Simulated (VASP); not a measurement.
A run of VASP 6.6.1 is set up as follows.

Contents of INCAR:

```
ALGO = Fast
EDIFF = 1E-6
ENCUT = 520
ISIF = 2
ISMEAR = -1
LASPH = T
LCHARG = F
LREAL = F
LWAVE = F
NBANDS = 18
NELM = 100
PREC = Accurate
SIGMA = 0.05
```

File KPOINTS:

```
k-points
0
Gamma
  12 12 7
```

File POSCAR:

```
RbW
1.0
    3.5466225900      0.0000000000      0.0000000000
   -1.7733112900      3.0714652600      0.0000000000
    0.0000000000      0.0000000000      5.4941446400
Rb W
1 1
Direct
    0.0000000000      0.0000000000      0.5000000000
    0.6666666700      0.3333333300      0.0000000000
```

Potentials or basis: VASP PAW LDA potentials, release 64 (Rb_sv, W_sv).

Run with:

```console
$ cat potpaw_LDA.64/Rb_sv/POTCAR potpaw_LDA.64/W_sv/POTCAR > POTCAR
$ mpirun -np 1 vasp_std > vasp.out
```

Q: Estimate the pressure.

A: -10.3 GPa.

Q: Estimate the band gap on the k mesh.

A: Zero (an odd number of electrons rules out a gap without spin polarisation).

Stress tensor (GPa, compression positive):
```
-17.90   0.00   0.00
  0.00 -17.90   0.00
  0.00   0.00   4.85
```

Caveat: the stress differs along the axes, from -18 to 5 GPa; spin-orbit coupling is left out, which moves the levels of the heavy elements.
